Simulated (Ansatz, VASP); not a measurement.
## Two plane-wave programs on LiH

```
Li H
1.0
     0.00000    1.99847    1.99847
     1.99847    0.00000    1.99847
     1.99847    1.99847    0.00000
Li H
1 1
Direct
  0.00000 0.00000 0.00000
  0.50000 0.50000 0.50000
```

Alike in both runs: task single point; functional PBEsol; k mesh 5 × 5 × 5; no spin polarisation.

|  | VASP | Ansatz |
| --- | --- | --- |
| version | VASP 6.6.1 | Ansatz 0.2.0 |
| potentials or method | VASP PAW PBE potentials, release 64 (Li_sv, H) | plane waves |
| plane-wave cutoff (eV) | 520 | 420 |
| occupations | gaussian, width 0.01 eV | fixed |
| valence electrons in the cell | 4 | 4 |

```tsv
	VASP	Ansatz	Ansatz less VASP
gap on the k mesh at the Fermi level (eV)	3.78	3.78	0.000
```

VASP's potentials were made for PBE, not for PBEsol.

The k mesh is coarse, so the values compare programs but aren't converged. Noted on VASP's run: the cutoff is short for stress, so the pressure is rough.
